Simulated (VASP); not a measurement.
A run of VASP 6.6.1 is set up as follows.

File INCAR:

```
ALGO = Normal
EDIFF = 1E-6
ENCUT = 520
GGA = PE
ISIF = 2
ISMEAR = 0
LASPH = T
LCHARG = F
LREAL = F
LWAVE = F
NBANDS = 31
NELM = 80
PREC = Accurate
SIGMA = 0.02
```

Contents of KPOINTS:

```
k-points
0
Gamma
  6 6 8
```

Contents of POSCAR:

```
Mg3ZnS4
1.0
    3.5206365746     -4.9897072768      0.0000000000
    3.5206365746      4.9897072768      0.0000000000
    0.0000000000      0.0000000000      3.5255739538
Mg Zn S
3 1 4
Direct
    0.0000000000      0.5000000000      0.5000000000
    0.5000000000      0.0000000000      0.5000000000
    0.5000000000      0.5000000000      0.0000000000
    0.0000000000      0.0000000000      0.0000000000
    0.7508724620      0.2491275380      0.0000000000
    0.7547820778      0.7547820778      0.5000000000
    0.2452179222      0.2452179222      0.5000000000
    0.2491275380      0.7508724620      0.0000000000
```

Potentials or basis: VASP PAW PBE potentials, release 64 (Mg, Zn, S).

Launch:

```console
$ cat potpaw_PBE.64/Mg/POTCAR potpaw_PBE.64/Zn/POTCAR potpaw_PBE.64/S/POTCAR > POTCAR
$ mpirun -np 1 vasp_std > vasp.out
```

**Question.** Predict the pressure.

**Answer.** 12.6 GPa.

**Question.** Estimate the band gap on the k mesh.

**Answer.** 1.39 eV, indirect (least direct gap 1.60 eV).

Forces on the atoms (eV/Å):
```
Mg   0.000  0.000  0.000
Mg   0.000  0.000  0.000
Mg   0.000  0.000  0.000
Zn   0.000  0.000  0.000
S    0.000  0.007  0.000
S   -0.035  0.000  0.000
S    0.035  0.000  0.000
S    0.000 -0.007  0.000
```

 A k mesh can miss the band edges.
